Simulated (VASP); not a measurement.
A run of VASP 6.6.1:

Contents of INCAR:

```
SYSTEM = C
ALGO     = Normal         ! electronic algorithm
EDIFF    = 1E-6           ! SCF threshold, eV
EDIFFG   = -0.04          ! ionic threshold
ENCUT    = 600            ! plane-wave cutoff, eV
GGA      = PE             ! functional
IBRION   = 2              ! ionic algorithm
ISIF     = 3              ! what is computed and relaxed
ISMEAR   = 0              ! smearing method
LASPH    = .TRUE.         ! aspherical terms in the spheres
LCHARG   = .FALSE.        ! write CHGCAR
LREAL    = .FALSE.        ! projectors in reciprocal space
LWAVE    = .FALSE.        ! write WAVECAR
NELM     = 60             ! most SCF steps
NSW      = 90             ! ionic steps
PREC     = Accurate       ! precision mode
SIGMA    = 0.1            ! smearing width, eV
```

Contents of KPOINTS:

```
k-points
0
G
  6 6 6
  0 0 0
```

POSCAR

```
C
1.0
    3.6913580700      0.0000000000      0.0000000000
   -1.8456790300      3.1968098600      0.0000000000
    0.0000000000      0.0000000000      2.5298995300
C
6
Direct
    0.9338739600      0.1671370100      0.4845499300
    0.8328629900      0.7667369600      0.1512165900
    0.2332630400      0.0661260400      0.8178832600
    0.6045542400      0.5015869500      0.6536790200
    0.4984130500      0.1029672900      0.3203456800
    0.8970327100      0.3954457600      0.9870123500
```

Potentials or basis: VASP PAW PBE potentials, release 64 (C).

Launch:

```bash
$ cat potpaw_PBE.64/C/POTCAR > POTCAR
$ mpirun -np 1 vasp_std > vasp.out
```

Hardware: 1 thread of Intel Xeon 8259CL, on a shared host.

Q: How long does it take, and how much memory?

A: Wall time 21 min on 1 thread of Intel Xeon 8259CL, with other jobs on the host, peak memory 0.16 GiB. Counts: scf iterations 360, k points 44, ion steps 56.
